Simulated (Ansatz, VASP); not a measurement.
**Mo: VASP beside Ansatz**

The input INCAR:

```
SYSTEM = Mo
ALGO = Normal
EDIFF = 1E-8
ENCUT = 520
GGA = PE
ISIF = 2
ISMEAR = -1
LASPH = .True.
LCHARG = .False.
LEFG = .True.
LREAL = .False.
LWAVE = .False.
NBANDS = 13
NELM = 60
PREC = Accurate
SIGMA = 0.03
```

The input KPOINTS:

```
k-points
0
Gamma
  12 12 12
  0 0 0
```

POSCAR

```
Mo
1.0
    2.6048782310      0.0000000000      0.0000000000
    0.0000000000      2.6048782310      0.0000000000
    0.0000000000      0.0000000000      2.6048782310
Mo
1
Direct
    0.0000000000      0.0000000000      0.0000000000
```

Input for Ansatz:

```yaml
crystal:
  lattice:
    - [2.604878231, 0.0, 0.0]
    - [0.0, 2.604878231, 0.0]
    - [0.0, 0.0, 2.604878231]
  atoms:
    - { symbol: Mo, position: [0.0, 0.0, 0.0] }
kpoints:
  mp_grid: { grid: [12, 12, 12] }
  band_path:
    path:
      - [0.0, 0.0, 0.0]
      - [0.0, 0.5, 0.0]
      - [0.5, 0.5, 0.0]
      - [0.0, 0.0, 0.0]
      - [0.5, 0.5, 0.5]
      - [0.0, 0.5, 0.0]
      - [0.5, 0.5, 0.5]
      - [0.5, 0.5, 0.0]
    npoints: 8
scf:
  occupations: { method: fermi_dirac, width: 0.03 }
hamiltonian:
  xc: pbe
  pseudopotentials: { kind: all_electron, datasets: crystal }
output:
  forces: true
  stress: true
  eigenvalues: true
  efg: { contact_densities: true }
```

Alike in both runs: task electric field gradients; functional PBE; k mesh 12 × 12 × 12; occupations fermi-dirac, width 0.03 eV; no spin polarisation.

```csv
,VASP,Ansatz
version,VASP 6.6.1,Ansatz 0.2.0
potentials or method,"VASP PAW PBE potentials, release 64 (Mo_sv), cutoff 520 eV","all-electron PAW with datasets made for the crystal, scalar-relativistic"
```

VASP gave:

| Property | Result |
| --- | --- |
| pressure (GPa) | 0.4 |

What did Ansatz give for the same quantities?

Pressure (GPa): 0.0.

Ansatz ran all-electron here, and VASP with PAW potentials.
